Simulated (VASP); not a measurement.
# Y (Fm-3m) in VASP: a series of runs

Runs on Y. Level: PBEsol. Tasks: single point.

Everything below comes from runs of VASP 6.6.1. Logs are shortened: lines on timing, memory, paths and dates and some standing lists are left out, and cuts for length are marked.

**1. The cell of the first run**

It takes space group Fm-3m (No. 225, cubic). The conventional cell has a = 4.572 Å, b = 4.572 Å, c = 4.572 Å, α = 90.00°, β = 90.00°, γ = 90.00°. Y (site symmetry m-3m) has 12 Y at 3.23 Å within 4.3 Å.

**2. Single point, PBEsol (strain -0.080 along x and y, -0.080 along z)**

File INCAR:

```
PREC = Accurate
ENCUT = 520
EDIFF = 1E-6
ISMEAR = 0
SIGMA = 0.15
LREAL = F
LASPH = T
NELM = 100
ALGO = Normal
ISIF = 2
LWAVE = F
LCHARG = T
GGA = PS
LELF = T
LVHAR = T
NBANDS = 12
```

File KPOINTS:

```
regular mesh
0
Gamma
  16 16 16
```

File POSCAR:

```
Y
1.0
    0.0000000000      2.2862000000      2.2862000000
    2.2862000000      0.0000000000      2.2862000000
    2.2862000000      2.2862000000      0.0000000000
Y
1
Direct
    0.0000000000      0.0000000000      0.0000000000
```

Potentials or basis: VASP PAW PBE potentials, release 64 (Y_sv).

Run with:

```
$ cat potpaw_PBE.64/Y_sv/POTCAR > POTCAR
$ mpirun -np 1 vasp_std > vasp.out
```

OUTCAR:

```text
PREC = Accurate
   ENCUT = 520
   EDIFF = 1E-6
   ISMEAR = 0
   LREAL = F
   LASPH = T
   NELM = 100
   ISIF = 2
   GGA = PS

 ion  position               nearest neighbor table
   1  0.000  0.000  0.000-

  LATTYP: Found a face centered cubic cell.
 ALAT       =     4.5724000000

  Lattice vectors:

 A1 = (   0.0000000000,   2.2862000000,   2.2862000000)
 A2 = (   2.2862000000,   0.0000000000,   2.2862000000)
 A3 = (   2.2862000000,   2.2862000000,   0.0000000000)

Analysis of symmetry for initial positions (statically):
=====================================================================
 Subroutine PRICEL returns:
 Original cell was already a primitive cell.

 Routine SETGRP: Setting up the symmetry group for a
 face centered cubic supercell.

 Subroutine GETGRP returns: Found 48 space group operations
 (whereof 48 operations were pure point group operations)
 out of a pool of 48 trial point group operations.

The static configuration has the point symmetry O_h .

Analysis of symmetry for dynamics (positions and initial velocities):
=====================================================================
 Subroutine PRICEL returns:
 Original cell was already a primitive cell.

 Routine SETGRP: Setting up the symmetry group for a
 face centered cubic supercell.

 Subroutine GETGRP returns: Found 48 space group operations
 (whereof 48 operations were pure point group operations)
 out of a pool of 48 trial point group operations.

The dynamic configuration has the point symmetry O_h .

 Subroutine INISYM returns: Found 48 space group operations
 (whereof 48 operations are pure point group operations),
 and found     1 'primitive' translations

----------------------------------------------------------------------------------------

                                     Primitive cell

  volume of cell :      23.8986

  direct lattice vectors                    reciprocal lattice vectors
     0.000000000  2.286200000  2.286200000    -0.218703526  0.218703526  0.218703526
     2.286200000  0.000000000  2.286200000     0.218703526 -0.218703526  0.218703526
     2.286200000  2.286200000  0.000000000     0.218703526  0.218703526 -0.218703526

  length of vectors
     3.233175046  3.233175046  3.233175046     0.378805618  0.378805618  0.378805618

  position of ions in fractional coordinates (direct lattice)
     0.000000000  0.000000000  0.000000000

  ion indices of the primitive-cell ions
   primitive index   ion index
                 1           1

----------------------------------------------------------------------------------------

 KPOINTS: regular mesh

Automatic generation of k-mesh.
 Grid dimensions read from file:
 generate k-points for:   16   16   16

 Generating k-lattice:

  Cartesian coordinates                     Fractional coordinates (reciprocal lattice)
    -0.013668970  0.013668970  0.013668970     0.062500000  0.000000000  0.000000000
     0.013668970 -0.013668970  0.013668970     0.000000000  0.062500000  0.000000000
     0.013668970  0.013668970 -0.013668970     0.000000000  0.000000000  0.062500000

  Length of vectors
     0.023675351  0.023675351  0.023675351

  Shift w.r.t. Gamma in fractional coordinates (k-lattice)
     0.000000000  0.000000000  0.000000000

 Subroutine IBZKPT returns following result:
 ===========================================

 Found    145 irreducible k-points:

 Following reciprocal coordinates:
            Coordinates               Weight
  0.000000  0.000000  0.000000      1.000000
  0.062500  0.000000  0.000000      8.000000
  0.125000  0.000000  0.000000      8.000000
  0.187500  0.000000  0.000000      8.000000
  0.250000  0.000000  0.000000      8.000000
  0.312500  0.000000  0.000000      8.000000
[... 16 lines left out ...]
 -0.125000  0.062500  0.000000     24.000000
 -0.062500  0.062500  0.000000     12.000000
 [... further k-points ...]
   k-points           NKPTS =    145   k-points in BZ     NKDIM =    145   number of bands    NBANDS=     12
   number of dos      NEDOS =    301   number of ions     NIONS =      1
   total plane-waves  NPLWV =  13824
   dimension x,y,z NGX =    24 NGY =   24 NGZ =   24
   dimension x,y,z NGXF=    48 NGYF=   48 NGZF=   48
   ions per type =               1
   NGX,Y,Z   is equivalent  to a cutoff of  12.34, 12.34, 12.34 a.u.
   NGXF,Y,Z  is equivalent  to a cutoff of  24.68, 24.68, 24.68 a.u.
 SYSTEM =  unknown system
   PREC   = accura    normal or accurate (medium, high low for compatibility)
   ISTART =      0    job   : 0-new  1-cont  2-samecut
   ICHARG =      2    charge: 1-file 2-atom 10-const
   ISPIN  =      1    spin polarized calculation?
   LNONCOLLINEAR =      F non collinear calculations
   LSORBIT =      F    spin-orbit coupling
   LASPH  =      T    aspherical Exc in radial PAW
   ENCUT  =  520.0 eV  38.22 Ry    6.18 a.u.   6.01  6.01  6.01*2*pi/ulx,y,z
   NELM   =    100;   NELMIN=  2; NELMDL= -5     # of ELM steps
   EDIFF  = 0.1E-05   stopping-criterion for ELM
   LREAL  =      F    real-space projection
   EDIFFG = 0.1E-04   stopping-criterion for IOM
   NSW    =      0    number of steps for IOM
   IBRION =     -1    ionic relax: 0-MD 1-quasi-New 2-CG
   NFREE  =      0    steps in history (QN), initial steepest desc. (CG)
   ISIF   =      2    stress and relaxation
   ISYM   =      2    0-nonsym 1-usesym 2-fastsym
   POTIM  = 0.5000    time-step for ionic-motion
   TEBEG  =    0.0;   TEEND  =   0.0 temperature during run
   PSTRESS=    0.0 pullay stress
   NELECT =      11.0000    total number of electrons
   NUPDOWN=      -1.0000    fix difference up-down
   EMIN   =  10.00;   EMAX   =-10.00  energy-range for DOS
   EFERMI =   0.00;   METHOD = LEGACY
   ISMEAR =     0;   SIGMA  =   0.15  broadening in eV -4-tet -1-fermi 0-gaus
   EFERMI_NEDOS =   21; number of points for ismear=-14 and -15
   IALGO  =     38    algorithm
   IMIX   =      4    mixing-type and parameters
     AMIX     =   0.40;   BMIX     =  1.00
     AMIX_MAG =   1.60;   BMIX_MAG =  1.00
  volume/ion in A,a.u.               =      23.90       161.28
  Fermi-wavevector in a.u.,A,eV,Ry     =   1.264003  2.388620 21.738084  1.597704
  Thomas-Fermi vector in A             =   2.397331
   LORBIT       =      0    0 simple, 1 ext, 2 COOP (PROOUT), +10 PAW based schemes
   GGA     = PS    functional components
   LHFCALC =     F    Hartree Fock is set to
   AEXX    =    0.0000 exact exchange contribution
   IVDW    =     0    specifies the selected vdW correction
   LEPSILON=     F    determine dielectric tensor
   LRPA    =     F    only Hartree local field effects (RPA)
 non-spin polarized calculation
 Gauss-broadening in eV      SIGMA  =   0.15
  energy-cutoff  :      520.00
  volume of cell :       23.90
 maximum number of plane-waves:       660
   NGX = 13   NGY = 13   NGZ = 13

 number of electron      11.0000001 magnetization

 Free energy of the ion-electron system (eV)
  ---------------------------------------------------
  ext. energy  EPLUGINS =         0.00000000
  ---------------------------------------------------
  free energy    TOTEN  =        -6.52935702 eV

  energy without entropy =       -6.51593516  energy(sigma->0) =       -6.52264609

 E-fermi :   4.5755     XC(G=0): -10.8598

 val. band max:        4.5567936435   @ k =  -0.3125   0.3750   0.1875
 cond. band min:       4.5802857001   @ k =  -0.3750   0.3750   0.1875
 fundamental gap:      0.0234920566
 Fermi energy:         4.5755422788

 k-point     1 :       0.0000    0.0000    0.0000
  band No.  band energies     occupation
      1     -37.3822      2.00000
      2     -16.6793      2.00000
      3     -16.6793      2.00000
      4     -16.6793      2.00000
      5      -0.4526      2.00000
      6       6.6793      0.00000
      7       6.6793      0.00000
      8       6.6793      0.00000
      9       9.5798      0.00000
     10       9.5798      0.00000
     11      14.4657      0.00000
     12      18.7436      0.00000

 k-point     2 :       0.0625    0.0000    0.0000
  band No.  band energies     occupation
      1     -37.3734      2.00000
      2     -16.7433      2.00000
      3     -16.6865      2.00000
      4     -16.6865      2.00000
      5      -0.3099      2.00000
      6       6.5207      0.00000
      7       6.7457      0.00000
      8       6.7457      0.00000
      9       9.4889      0.00000
     10       9.4889      0.00000
     11      14.7935      0.00000
     12      18.1935      0.00000

 k-point     3 :       0.1250    0.0000    0.0000
  band No.  band energies     occupation
      1     -37.3483      2.00000
      2     -16.9219      2.00000
      3     -16.7071      2.00000
      4     -16.7071      2.00000
      5       0.0939      2.00000
      6       6.1402      0.00000
      7       6.9100      0.00000
      8       6.9100      0.00000
      9       9.2972      0.00000
     10       9.2972      0.00000
     11      15.5823      0.00000
     12      17.3063      0.00000
[... 286 lines left out ...]
 k-point    23 :      -0.1250    0.0625    0.0000
  band No.  band energies     occupation
      1     -37.3298      2.00000
      2     -17.0261      2.00000
      3     -16.7638      2.00000
      4     -16.7042      2.00000
      5       0.3906      2.00000
      6       5.8850      0.00000
      7       7.0032      0.00000
      8       7.0420      0.00000
      9       8.8475      0.00000
     10       9.5542      0.00000
     11      16.0966      0.00000
     12      17.1757      0.00000

 k-point    24 :      -0.0625    0.0625    0.0000
  band No.  band energies     occupation
      1     -37.3592      2.00000
      2     -16.8324      2.00000
      3     -16.7213      2.00000
      4     -16.6880      2.00000
      5      -0.0796      2.00000
      6       6.2752      0.00000
      7       6.8425      0.00000
      8       6.8694      0.00000
      9       9.1782      0.00000
     10       9.5441      0.00000
     11      15.2962      0.00000
     12      17.7670      0.00000

 [... further k-points ...]
[... 5 lines left out ...]
  --------------------------------------------------------------------------------------
  -------------------------------------------------------------------------------------
  Total        2.3244556      2.3244556      2.3244556     -0.0000000      0.0000000     -0.0000000
  in kB      155.8329070    155.8329070    155.8329070     -0.0000000      0.0000000     -0.0000000
  external PRESSURE =     155.8329070 kB  Pullay stress =       0.0000000 kB

 VOLUME and BASIS-vectors are now :
 -----------------------------------------------------------------------------
  energy-cutoff  :      520.00
  volume of cell :       23.90
      direct lattice vectors                 reciprocal lattice vectors
     0.000000000  2.286200000  2.286200000    -0.218703526  0.218703526  0.218703526
     2.286200000  0.000000000  2.286200000     0.218703526 -0.218703526  0.218703526
     2.286200000  2.286200000  0.000000000     0.218703526  0.218703526 -0.218703526

 POSITION                                       TOTAL-FORCE (eV/Angst)
 -----------------------------------------------------------------------------------
      0.00000      0.00000      0.00000         0.000000      0.000000      0.000000
 -----------------------------------------------------------------------------------
    total drift:                               -0.000000      0.000000      0.000000

  FREE ENERGIE OF THE ION-ELECTRON SYSTEM (eV)
  ---------------------------------------------------
  free  energy   TOTEN  =        -6.5293570179 eV

  energy  without entropy=       -6.5159351624  energy(sigma->0) =       -6.52264609
```

Wall time 12 s (1 thread of Intel Xeon 6975P-C (Granite Rapids), shared host); peak memory 0.18 GiB.

What came out:

* Free energy: -6.5294 eV
* Pressure: 15.6 GPa

Levels at points of the mesh, in eV from the Fermi level:
| k point | band 2 | band 3 | band 4 | band 5 | band 6 | band 7 | band 8 | band 9 |
| --- | --- | --- | --- | --- | --- | --- | --- | --- |
| (0.00, 0.00, 0.00) | -21.25 | -21.25 | -21.25 | -5.03 | 2.10 | 2.10 | 2.10 | 5.00 |
| (0.50, 0.00, 0.00) | -22.76 | -21.44 | -21.44 | -2.37 | 1.83 | 1.83 | 1.98 | 7.18 |
| (0.50, 0.50, 0.00) | -22.65 | -21.78 | -21.78 | -2.56 | -1.56 | 3.98 | 7.21 | 7.83 |

Caveat: the cell differs from its parent crystal (strain -0.080 along x and y, -0.080 along z); the PAW data sets were made with another functional, which shifts forces and pressure a little.

**3. Single point, PBEsol (strain -0.040 along x and y, -0.040 along z)**

File INCAR:

```
SYSTEM = Y
PREC = Accurate
ENCUT = 520
EDIFF = 1E-6
ISMEAR = 0
SIGMA = 0.15
LREAL = .FALSE.
LASPH = .TRUE.
NELM = 80
ALGO = Normal
ISIF = 2
LWAVE = .FALSE.
LCHARG = .FALSE.
GGA = PS
NBANDS = 12
```

File KPOINTS:

```
Automatic mesh
0
G
  16 16 16
  0 0 0
```

File POSCAR:

```
Y
1.0
    0.0000000000      2.3856000000      2.3856000000
    2.3856000000      0.0000000000      2.3856000000
    2.3856000000      2.3856000000      0.0000000000
Y
1
Direct
    0.0000000000      0.0000000000      0.0000000000
```

Potentials or basis: VASP PAW PBE potentials, release 64 (Y_sv).

Run with:

```
$ cat potpaw_PBE.64/Y_sv/POTCAR > POTCAR
$ mpirun -np 1 vasp_std > vasp.out
```

It took 22 s on 1 thread of Intel Xeon 6975P-C (Granite Rapids), shared host; peak memory 0.2 GiB.

It converged, with:

```
Free energy : -6.7453 eV
Pressure    : 6.3 GPa
```

Levels at points of the mesh, in eV from the Fermi level:
| k point | band 2 | band 3 | band 4 | band 5 | band 6 | band 7 | band 8 | band 9 |
| --- | --- | --- | --- | --- | --- | --- | --- | --- |
| (0.00, 0.00, 0.00) | -21.70 | -21.70 | -21.70 | -4.98 | 1.97 | 1.97 | 1.97 | 4.47 |
| (0.50, 0.00, 0.00) | -22.73 | -21.83 | -21.83 | -2.22 | 1.30 | 1.75 | 1.75 | 6.33 |
| (0.50, 0.50, 0.00) | -22.66 | -22.06 | -22.06 | -2.20 | -1.25 | 3.05 | 6.35 | 6.87 |

Caveat: the cell differs from its parent crystal (strain -0.040 along x and y, -0.040 along z); the PAW data sets were made with another functional, which shifts forces and pressure a little.

**4. Single point, PBEsol (strain +0.040 along x and y, +0.040 along z)**

File INCAR:

```
PREC = Accurate
ENCUT = 520
EDIFF = 1E-7
ISMEAR = 0
SIGMA = 0.15
LREAL = False
LASPH = True
NELM = 100
ALGO = Normal
ISIF = 2
LWAVE = False
LCHARG = False
GGA = PS
NBANDS = 12
```

File KPOINTS:

```
regular mesh
0
Gamma
  16 16 16
```

File POSCAR:

```
Y
1.0
    0.0000000000      2.5844000000      2.5844000000
    2.5844000000      0.0000000000      2.5844000000
    2.5844000000      2.5844000000      0.0000000000
Y
1
Direct
    0.0000000000      0.0000000000      0.0000000000
```

Run with:

```
$ cat potpaw_PBE.64/Y_sv/POTCAR > POTCAR
$ mpirun -np 1 vasp_std > vasp.out
```

Wall time 28 s (1 thread of Intel Xeon 6975P-C (Granite Rapids), shared host); peak memory 0.21 GiB.

The run converged. Its results:

| Property | Result |
| --- | --- |
| Free energy | -6.7591 eV |
| Pressure | -4.0 GPa |

Levels at points of the mesh, in eV from the Fermi level:
| k point | band 1 | band 2 | band 3 | band 4 | band 5 | band 6 | band 7 | band 8 | band 9 | band 10 |
| --- | --- | --- | --- | --- | --- | --- | --- | --- | --- | --- |
| (0.00, 0.00, 0.00) | -42.75 | -22.50 | -22.50 | -22.50 | -4.68 | 1.71 | 1.71 | 1.71 | 3.57 | 3.57 |
| (0.50, 0.00, 0.00) | -42.70 | -22.97 | -22.56 | -22.56 | -1.92 | 0.47 | 1.56 | 1.56 | 4.93 | 4.93 |
| (0.50, 0.50, 0.00) | -42.68 | -22.94 | -22.67 | -22.67 | -1.63 | -0.78 | 1.84 | 4.93 | 5.31 | 5.31 |

Caveat: the cell differs from its parent crystal (strain +0.040 along x and y, +0.040 along z); the PAW data sets were made with another functional, which shifts forces and pressure a little.

**5. Single point, PBEsol (strain +0.080 along x and y, +0.080 along z)**

File INCAR:

```
PREC = Accurate
ENCUT = 520
EDIFF = 1E-6
ISMEAR = 0
SIGMA = 0.15
LREAL = False
LASPH = True
NELM = 60
ALGO = Fast
ISIF = 2
LWAVE = False
LCHARG = False
GGA = PS
NBANDS = 12
```

KPOINTS is that of step 4.

File POSCAR:

```
Y
1.0
    0.0000000000      2.6838000000      2.6838000000
    2.6838000000      0.0000000000      2.6838000000
    2.6838000000      2.6838000000      0.0000000000
Y
1
Direct
    0.0000000000      0.0000000000      0.0000000000
```

Run with:

```
$ cat potpaw_PBE.64/Y_sv/POTCAR > POTCAR
$ mpirun -np 1 vasp_std > vasp.out
```

Wall time 33 s (1 thread of Intel Xeon 6975P-C (Granite Rapids), shared host); peak memory 0.21 GiB.

Results (log left out):

```yaml
Free_energy: -6.6199 eV
Pressure: -6.5 GPa
```

Levels at points of the mesh, in eV from the Fermi level:
```csv
k point,band 3,band 4,band 5,band 6,band 7,band 8
"(0.00, 0.00, 0.00)",-22.86,-22.86,-4.47,1.57,1.57,1.57
"(0.50, 0.00, 0.00)",-22.91,-22.91,-1.79,0.25,1.45,1.45
"(0.50, 0.50, 0.00)",-22.98,-22.98,-1.40,-0.61,1.47,4.35
```

Caveat: the cell differs from its parent crystal (strain +0.080 along x and y, +0.080 along z); the PAW data sets were made with another functional, which shifts forces and pressure a little.

**6. The runs side by side**

| cell | gap on the mesh (eV) | pressure (GPa) |
| --- | --- | --- |
| a = 3.233 Å, angles 60.0°, 1 atom | none | 15.6 |
| a = 3.374 Å, angles 60.0°, 1 atom | none | 6.3 |
| a = 3.655 Å, angles 60.0°, 1 atom | none | -4.0 |
| a = 3.795 Å, angles 60.0°, 1 atom | none | -6.5 |

Alike in all rows: task single point; level PBEsol; potentials or basis VASP PAW PBE potentials, release 64 (Y_sv); no spin polarisation; k mesh 16 × 16 × 16; cutoff (eV) 520; smearing gaussian 0.15 eV.

Caveats: the PAW data sets were made with another functional, which shifts forces and pressure a little.

Total energies depend on the potentials used, so only differences within one code and one set of settings carry meaning.
